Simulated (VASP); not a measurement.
A run of VASP 6.6.1:

INCAR

```
PREC     = Accurate       # precision mode
ENCUT    = 520            # plane-wave cutoff, eV
EDIFF    = 1E-8           # SCF threshold, eV
ISMEAR   = -1             # smearing method
SIGMA    = 0.05           # smearing width, eV
LREAL    = False          # projectors in reciprocal space
LASPH    = True           # aspherical terms in the spheres
NELM     = 150            # most SCF steps
ALGO     = Normal         # electronic algorithm
ISIF     = 2              # what is computed and relaxed
LWAVE    = False          # write WAVECAR
LCHARG   = False          # write CHGCAR
ISPIN    = 2              # spin polarisation
MAGMOM   = 2 0            # initial moments
LORBIT   = 11             # projections on sites
LMAXMIX  = 4              # l up to which the mixer works
GGA      = PE             # functional
LEFG     = True         
NBANDS   = 18             # bands
```

The input KPOINTS:

```
regular mesh
0
Gamma
  15 15 15
```

File POSCAR:

```
CoO
1.0
    0.0000000000      2.1456163054      2.1456163054
    2.1456163054      0.0000000000      2.1456163054
    2.1456163054      2.1456163054      0.0000000000
Co O
1 1
Direct
    0.0000000000      0.0000000000      0.0000000000
    0.5000000000      0.5000000000      0.5000000000
```

Potentials or basis: VASP PAW PBE potentials, release 64 (Co, O).

Command:

```bash
$ cat potpaw_PBE.64/Co/POTCAR potpaw_PBE.64/O/POTCAR > POTCAR
$ mpirun -np 1 vasp_std > vasp.out
```

Hardware: 1 thread of Intel Xeon 6975P-C (shared host).

Problem. Estimate the wall time of this run.

Solution. It took 81 s on 1 thread of Intel Xeon 6975P-C, on a shared host, peak memory 0.2 GiB. Counts: scf iterations 20, k points 120.
